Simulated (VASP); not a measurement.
# Hf (Im-3m) in VASP: settings compared, part 2 of 2

VASP 6.6.1. The steps go on from the part before.

## 4. Single point, RPBE+D3(BJ)

This run uses another cell than the first one, of 17.34 Å³/atom, 0.737 times its volume.

Contents of INCAR:

```
SYSTEM = Hf
ALGO = Fast ; EDIFF = 1E-6
ENCUT = 520 ; GGA = RP
ISIF = 2 ; ISMEAR = -1
IVDW = 12 ; LASPH = .True.
LCHARG = .False. ; LREAL = .False.
LWAVE = .False. ; NBANDS = 11
NELM = 60 ; PREC = Accurate
SIGMA = 0.05
```

Contents of KPOINTS:

```
k-points
0
Gamma
  10 10 10
  0 0 0
```

Contents of POSCAR:

```
Hf
1.0
   -1.6304022148      1.6304022148      1.6304022148
    1.6304022148     -1.6304022148      1.6304022148
    1.6304022148      1.6304022148     -1.6304022148
Hf
1
Direct
    0.0000000000      0.0000000000      0.0000000000
```

Potentials or basis: VASP PAW PBE potentials, release 64 (Hf_pv).

Run with:

```
$ cat potpaw_PBE.64/Hf_pv/POTCAR > POTCAR
$ mpirun -np 1 vasp_std > vasp.out
```

OUTCAR:

```text
SYSTEM = Hf
   EDIFF = 1E-6
   ENCUT = 520
   GGA = RP
   ISIF = 2
   ISMEAR = -1
   IVDW = 12
   LASPH = .True.
   LREAL = .False.
   NELM = 60
   PREC = Accurate
 IVDW          = 12

 ion  position               nearest neighbor table
   1  0.000  0.000  0.000-

  LATTYP: Found a body centered cubic cell.
 ALAT       =     3.2608044296

  Lattice vectors:

 A1 = (  -1.6304022148,   1.6304022148,   1.6304022148)
 A2 = (   1.6304022148,  -1.6304022148,   1.6304022148)
 A3 = (   1.6304022148,   1.6304022148,  -1.6304022148)

Analysis of symmetry for initial positions (statically):
=====================================================================
 Subroutine PRICEL returns:
 Original cell was already a primitive cell.

 Routine SETGRP: Setting up the symmetry group for a
 body centered cubic supercell.

 Subroutine GETGRP returns: Found 48 space group operations
[... 9 lines left out ...]

 Routine SETGRP: Setting up the symmetry group for a
 body centered cubic supercell.

 Subroutine GETGRP returns: Found 48 space group operations
[... 11 lines left out ...]
                                     Primitive cell

  volume of cell :      17.3358

  direct lattice vectors                    reciprocal lattice vectors
    -1.630402215  1.630402215  1.630402215     0.000000000  0.306672792  0.306672792
     1.630402215 -1.630402215  1.630402215     0.306672792  0.000000000  0.306672792
     1.630402215  1.630402215 -1.630402215     0.306672792  0.306672792  0.000000000

  length of vectors
     2.823939473  2.823939473  2.823939473     0.433700822  0.433700822  0.433700822

  position of ions in fractional coordinates (direct lattice)
     0.000000000  0.000000000  0.000000000

  ion indices of the primitive-cell ions
   primitive index   ion index
                 1           1

----------------------------------------------------------------------------------------

 KPOINTS: k-points

Automatic generation of k-mesh.
 Grid dimensions read from file:
 generate k-points for:   10   10   10

 Generating k-lattice:

  Cartesian coordinates                     Fractional coordinates (reciprocal lattice)
     0.000000000  0.030667279  0.030667279     0.100000000  0.000000000  0.000000000
     0.030667279  0.000000000  0.030667279     0.000000000  0.100000000  0.000000000
     0.030667279  0.030667279  0.000000000     0.000000000  0.000000000  0.100000000

  Length of vectors
     0.043370082  0.043370082  0.043370082

  Shift w.r.t. Gamma in fractional coordinates (k-lattice)
     0.000000000  0.000000000  0.000000000

 Subroutine IBZKPT returns following result:
 ===========================================

 Found     47 irreducible k-points:

 Following reciprocal coordinates:
            Coordinates               Weight
  0.000000  0.000000  0.000000      1.000000
  0.100000  0.000000  0.000000     12.000000
  0.200000  0.000000  0.000000     12.000000
  0.300000  0.000000  0.000000     12.000000
  0.400000  0.000000  0.000000     12.000000
  0.500000  0.000000  0.000000      6.000000
[... 16 lines left out ...]
  0.300000  0.300000  0.100000      8.000000
 -0.300000  0.300000  0.100000     24.000000
 [... further k-points ...]
   k-points           NKPTS =     47   k-points in BZ     NKDIM =     47   number of bands    NBANDS=     11
   number of dos      NEDOS =    301   number of ions     NIONS =      1
   total plane-waves  NPLWV =  13824
   dimension x,y,z NGX =    24 NGY =   24 NGZ =   24
   dimension x,y,z NGXF=    48 NGYF=   48 NGZF=   48
   ions per type =               1
   NGX,Y,Z   is equivalent  to a cutoff of  14.13, 14.13, 14.13 a.u.
   NGXF,Y,Z  is equivalent  to a cutoff of  28.26, 28.26, 28.26 a.u.
 SYSTEM =  Hf
   PREC   = accura    normal or accurate (medium, high low for compatibility)
   ISTART =      0    job   : 0-new  1-cont  2-samecut
   ICHARG =      2    charge: 1-file 2-atom 10-const
   ISPIN  =      1    spin polarized calculation?
   LNONCOLLINEAR =      F non collinear calculations
   LSORBIT =      F    spin-orbit coupling
   LASPH  =      T    aspherical Exc in radial PAW
   ENCUT  =  520.0 eV  38.22 Ry    6.18 a.u.   5.25  5.25  5.25*2*pi/ulx,y,z
   NELM   =     60;   NELMIN=  2; NELMDL= -5     # of ELM steps
   EDIFF  = 0.1E-05   stopping-criterion for ELM
   LREAL  =      F    real-space projection
   EDIFFG = 0.1E-04   stopping-criterion for IOM
   NSW    =      0    number of steps for IOM
   IBRION =     -1    ionic relax: 0-MD 1-quasi-New 2-CG
   NFREE  =      0    steps in history (QN), initial steepest desc. (CG)
   ISIF   =      2    stress and relaxation
   ISYM   =      2    0-nonsym 1-usesym 2-fastsym
   POTIM  = 0.5000    time-step for ionic-motion
   TEBEG  =    0.0;   TEEND  =   0.0 temperature during run
   PSTRESS=    0.0 pullay stress
   NELECT =      10.0000    total number of electrons
   NUPDOWN=      -1.0000    fix difference up-down
   EMIN   =  10.00;   EMAX   =-10.00  energy-range for DOS
   EFERMI =   0.00;   METHOD = LEGACY
   ISMEAR =    -1;   SIGMA  =   0.05  broadening in eV -4-tet -1-fermi 0-gaus
   EFERMI_NEDOS =   21; number of points for ismear=-14 and -15
   IALGO  =     68    algorithm
   IMIX   =      4    mixing-type and parameters
     AMIX     =   0.40;   BMIX     =  1.00
     AMIX_MAG =   1.60;   BMIX_MAG =  1.00
  volume/ion in A,a.u.               =      17.34       116.99
  Fermi-wavevector in a.u.,A,eV,Ry     =   1.362783  2.575287 25.268438  1.857178
  Thomas-Fermi vector in A             =   2.489243
   LORBIT       =      0    0 simple, 1 ext, 2 COOP (PROOUT), +10 PAW based schemes
   GGA     = RP    functional components
   LHFCALC =     F    Hartree Fock is set to
   AEXX    =    0.0000 exact exchange contribution
   IVDW    =    12    specifies the selected vdW correction
   LEPSILON=     F    determine dielectric tensor
   LRPA    =     F    only Hartree local field effects (RPA)
 non-spin polarized calculation
 RMM-DIIS sequential band-by-band and
  energy-cutoff  :      520.00
  volume of cell :       17.34
 maximum number of plane-waves:       478
 NGX is ok and might be reduce to    24
   NGX = 11   NGY = 11   NGZ = 11

 number of electron      10.0000001 magnetization

 Free energy of the ion-electron system (eV)
  ---------------------------------------------------
  ext. energy  EPLUGINS =         0.00000000
  ---------------------------------------------------
  free energy    TOTEN  =        -8.74338307 eV

  energy without entropy =       -8.73241713  energy(sigma->0) =       -8.73790010

 E-fermi :   6.5883     XC(G=0): -12.4449

 val. band max:        6.5494344671   @ k =   0.2000   0.2000   0.0000
 cond. band min:       6.5892147105   @ k =   0.2000   0.1000   0.0000
 fundamental gap:      0.0397802434
 Fermi energy:         6.5883163377

 k-point     1 :       0.0000    0.0000    0.0000
  band No.  band energies     occupation
      1     -22.3079      2.00000
      2     -22.3079      2.00000
      3     -22.3079      2.00000
      4      -1.2149      2.00000
      5       8.2495      0.00000
      6       8.2495      0.00000
      7       8.2495      0.00000
      8      11.8140      0.00000
      9      11.8140      0.00000
     10      21.0674      0.00000
     11      21.0674      0.00000

 k-point     2 :       0.1000    0.0000    0.0000
  band No.  band energies     occupation
      1     -22.5054      2.00000
      2     -22.3648      2.00000
      3     -22.3100      2.00000
      4      -0.7128      2.00000
      5       7.8911      0.00000
      6       8.0852      0.00000
      7       8.7505      0.00000
      8      11.2743      0.00000
      9      11.7967      0.00000
     10      21.5699      0.00000
     11      21.9529      0.00000
[... 295 lines left out ...]
 k-point    24 :      -0.3000    0.3000    0.1000
  band No.  band energies     occupation
      1     -23.5310      2.00000
      2     -22.7498      2.00000
      3     -22.4599      2.00000
      4       2.3150      2.00000
      5       6.6801      0.27525
      6       6.7441      0.08488
      7      10.1290      0.00000
      8      12.2576      0.00000
      9      13.1618      0.00000
     10      20.7406      0.00000
     11      21.0355      0.00000

 [... further k-points ...]

------------------------ aborting loop because EDIFF is reached ----------------------------------------

 Edisp (eV)   -4.53918

 E8    (eV) :    -3.4629

  FORCE on cell =-STRESS in cart. coord.  units (eV):
  Direction    XX          YY          ZZ          XY          YZ          ZX
  --------------------------------------------------------------------------------------
  -------------------------------------------------------------------------------------
  Total      -0.04988    -0.04988    -0.04988     0.00000     0.00000    -0.00000
  in kB      -4.61023    -4.61023    -4.61023     0.00000     0.00000    -0.00000
  external pressure =       -4.61 kB  Pullay stress =        0.00 kB

 VOLUME and BASIS-vectors are now :
 -----------------------------------------------------------------------------
  energy-cutoff  :      520.00
  volume of cell :       17.34
      direct lattice vectors                 reciprocal lattice vectors
    -1.630402215  1.630402215  1.630402215     0.000000000  0.306672792  0.306672792
     1.630402215 -1.630402215  1.630402215     0.306672792  0.000000000  0.306672792
     1.630402215  1.630402215 -1.630402215     0.306672792  0.306672792  0.000000000

 POSITION                                       TOTAL-FORCE (eV/Angst)
 -----------------------------------------------------------------------------------
      0.00000      0.00000      0.00000         0.000000      0.000000      0.000000
 -----------------------------------------------------------------------------------
    total drift:                                0.000000      0.000000      0.000000

  FREE ENERGIE OF THE ION-ELECTRON SYSTEM (eV)
  ---------------------------------------------------
  free  energy   TOTEN  =       -13.2825660023 eV

  energy  without entropy=      -13.2716000630  energy(sigma->0) =      -13.27708303
```

Run time: 7.5 s. Hardware: 1 thread of Intel Xeon 8259CL, shared host; peak memory 0.15 GiB.

Results:

* Free energy: -13.2826 eV
* Pressure: -0.5 GPa
* Band gap on the k mesh: zero (band 5 reaches 8.25 eV, above the bottom of band 6 at 5.67 eV)
* Dispersion energy per atom: -4.539 eV

Caveat: the PAW data sets were made with another functional, which shifts forces and pressure a little; spin-orbit coupling is left out, which moves the levels of the heavy elements; pairwise dispersion overbinds metals, which lowers pressure and volume.

## 5. Single point, PBE+D3(BJ)

This run uses another cell than the first one, of 21.57 Å³/atom, 0.917 times its volume.

Contents of INCAR:

```
PREC = Accurate
ENCUT = 520
EDIFF = 1E-6
ISMEAR = -1
SIGMA = 0.05
LREAL = False
LASPH = True
NELM = 60
ALGO = Normal
ISIF = 2
LWAVE = False
LCHARG = False
GGA = PE
IVDW = 12
NBANDS = 11
```

Contents of KPOINTS:

```
regular mesh
0
Gamma
  10 10 10
```

Contents of POSCAR:

```
Hf
1.0
   -1.7536609310      1.7536609310      1.7536609310
    1.7536609310     -1.7536609310      1.7536609310
    1.7536609310      1.7536609310     -1.7536609310
Hf
1
Direct
    0.0000000000      0.0000000000      0.0000000000
```

Run with:

```
$ cat potpaw_PBE.64/Hf_pv/POTCAR > POTCAR
$ mpirun -np 1 vasp_std > vasp.out
```

Wall time 8.5 s (1 thread of Intel Xeon 8259CL, shared host); peak memory 0.15 GiB.

It converged, with:

```
Free energy                : -10.2139 eV
Pressure                   : -0.3 GPa
Band gap on the k mesh     : zero (band 5 reaches 6.38 eV, above the bottom of band 6 at 4.04 eV)
Dispersion energy per atom : -0.467 eV
```

Levels at points of the mesh, in eV from the Fermi level:
```tsv
k point	band 1	band 2	band 3	band 4	band 5	band 6	band 7	band 8	band 9	band 10
(0.00, 0.00, 0.00)	-29.71	-29.71	-29.71	-7.17	1.54	1.54	1.54	4.43	4.43	13.45
(0.50, 0.00, 0.00)	-30.63	-30.01	-29.71	-3.50	-0.57	1.19	4.28	5.32	7.92	10.64
(0.50, 0.50, 0.50)	-30.35	-30.35	-30.35	-2.75	-2.75	7.04	7.04	7.04	7.51	7.51
```

Caveat: spin-orbit coupling is left out, which moves the levels of the heavy elements; pairwise dispersion overbinds metals, which lowers pressure and volume.

## 6. The runs side by side

```csv
level,potentials or basis,spin,cell,k mesh,smearing,gap on the mesh (eV),pressure (GPa)
LDA,"VASP PAW LDA potentials, release 64 (Hf_pv)","non-collinear, zero start, SOC","a = 3.126 Å, angles 109.5°, 1 atom",7 × 7 × 7,fermi-dirac 0.05 eV,-,-11.7
RPBE,"VASP PAW PBE potentials, release 64 (Hf_pv)",off,"a = 3.126 Å, angles 109.5°, 1 atom",10 × 10 × 10,gaussian 0.02 eV,none,-2.7
RPBE+D3(BJ),"VASP PAW PBE potentials, release 64 (Hf_pv)",off,"a = 2.824 Å, angles 109.5°, 1 atom",10 × 10 × 10,fermi-dirac 0.05 eV,none,-0.5
PBE+D3(BJ),"VASP PAW PBE potentials, release 64 (Hf_pv)",off,"a = 3.037 Å, angles 109.5°, 1 atom",10 × 10 × 10,fermi-dirac 0.05 eV,none,-0.3
```

Alike in all rows: task single point; cutoff (eV) 520.

Caveats: spin-orbit coupling is left out, which moves the levels of the heavy elements (some runs); the PAW data sets were made with another functional, which shifts forces and pressure a little (some runs); pairwise dispersion overbinds metals, which lowers pressure and volume (some runs).

Absolute energies hang on the potentials; compare differences alone.
